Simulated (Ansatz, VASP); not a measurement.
# MgO in VASP and in Ansatz

The input INCAR:

```
PREC = Accurate ; ENCUT = 520
EDIFF = 1E-6 ; ISMEAR = 0
SIGMA = 0.1 ; LREAL = False
LASPH = True ; NELM = 80
ALGO = Normal ; ISIF = 2
LWAVE = False ; LCHARG = False
GGA = PE ; NBANDS = 26
```

KPOINTS

```
Automatic mesh
0
Gamma
  6 6 2
```

POSCAR

```
MgO
1.0
    2.7140303300      0.0000000000      0.0000000000
   -1.3570151700      2.3504192200      0.0000000000
    0.0000000000      0.0000000000     10.4009428200
Mg O
4 4
Direct
    0.6666666700      0.3333333300      0.8771510100
    0.3333333300      0.6666666700      0.1228489900
    0.3333333300      0.6666666700      0.3771510100
    0.6666666700      0.3333333300      0.6228489900
    0.0000000000      0.0000000000      0.0000000000
    0.0000000000      0.0000000000      0.5000000000
    0.6666666700      0.3333333300      0.2500000000
    0.3333333300      0.6666666700      0.7500000000
```

Input for Ansatz:

```yaml
crystal:
  lattice:
    - [2.71403033, 0.0, 0.0]
    - [-1.35701517, 2.35041922, 0.0]
    - [0.0, 0.0, 10.40094282]
  atoms:
    - { symbol: Mg, position: [0.66666667, 0.33333333, 0.87715101] }
    - { symbol: Mg, position: [0.33333333, 0.66666667, 0.12284899] }
    - { symbol: Mg, position: [0.33333333, 0.66666667, 0.37715101] }
    - { symbol: Mg, position: [0.66666667, 0.33333333, 0.62284899] }
    - { symbol: O, position: [0.0, 0.0, 0.0] }
    - { symbol: O, position: [0.0, 0.0, 0.5] }
    - { symbol: O, position: [0.66666667, 0.33333333, 0.25] }
    - { symbol: O, position: [0.33333333, 0.66666667, 0.75] }
basis:
  ecutwfc: 420
kpoints:
  mp_grid: { grid: [6, 6, 2] }
hamiltonian:
  xc: pbe
scf:
  occupations: { method: gaussian, width: 0.1 }
  lower_state_search: "off"
output:
  forces: true
  stress: true
  eigenvalues: true
```

Alike in both runs: task single point; functional PBE; k mesh 6 × 6 × 2; occupations gaussian, width 0.1 eV; no spin polarisation.

```csv
,VASP,Ansatz
version,VASP 6.6.1,Ansatz 0.2.0
potentials or method,"VASP PAW PBE potentials, release 64 (Mg, O), cutoff 520 eV","scalar-relativistic, plane waves, PAW"
valence electrons in the cell,32,64
```

|  | VASP | Ansatz | Ansatz less VASP |
| --- | --- | --- | --- |
| gap on the k mesh at the Fermi level (eV) | 4.61 | 4.63 | +0.017 |
| least direct gap on the mesh (eV) | 4.61 | 4.63 | +0.017 |
| rms of the force components (eV/Å) | 0.112 | 0.111 | -0.0008 |

Atom by atom the forces differ by 0.001 eV/Å (rms over components). VASP's potentials hold 32 valence electrons a cell and Ansatz's 64, so a difference there can come from the potentials and not from the codes.

The k mesh is coarse, so the values compare programs but aren't converged.
